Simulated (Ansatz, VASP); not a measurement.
Hf in VASP and in Ansatz

```
Hf
1.0
     3.24465    0.00000    0.00000
    -1.62232    2.80995    0.00000
     0.00000    0.00000    5.20953
Hf
2
Cartesian
  0.0000 1.8733 1.3024
  1.6223 0.9366 3.9072
```

Change from the starting cell: strain +0.015 along x and y, +0.030 along z, atoms carried along.

Alike in both runs: task single point; functional PBE; k mesh 18 × 18 × 10; occupations gaussian, width 0.15 eV; no spin polarisation.

```csv
,VASP,Ansatz
version,VASP 6.6.1,Ansatz 0.2.0
potentials or method,"VASP PAW PBE potentials, release 64 (Hf_pv), cutoff 520 eV","scalar-relativistic, plane waves, PAW"
valence electrons in the cell,20,52
```

Ansatz gave:

```
gap on the k mesh at the Fermi level (eV)                     : none
pressure (GPa)                                                : -5.1
traceless stress, the component that is largest in VASP (GPa) : -1.23
```

Question: Which values does VASP return?

Answer: gap on the k mesh at the Fermi level (eV): none; pressure (GPa): -5.5; traceless stress, the component that is largest in VASP (GPa): -1.28.

A gap of «none» marks a metal or a gap that the smearing closes. With one functional, cell and mesh, what is left measures potentials, basis and numerics. VASP's potentials hold 20 valence electrons a cell and Ansatz's 52, so a difference there can come from the potentials and not from the codes.

Spin-orbit coupling is off throughout.
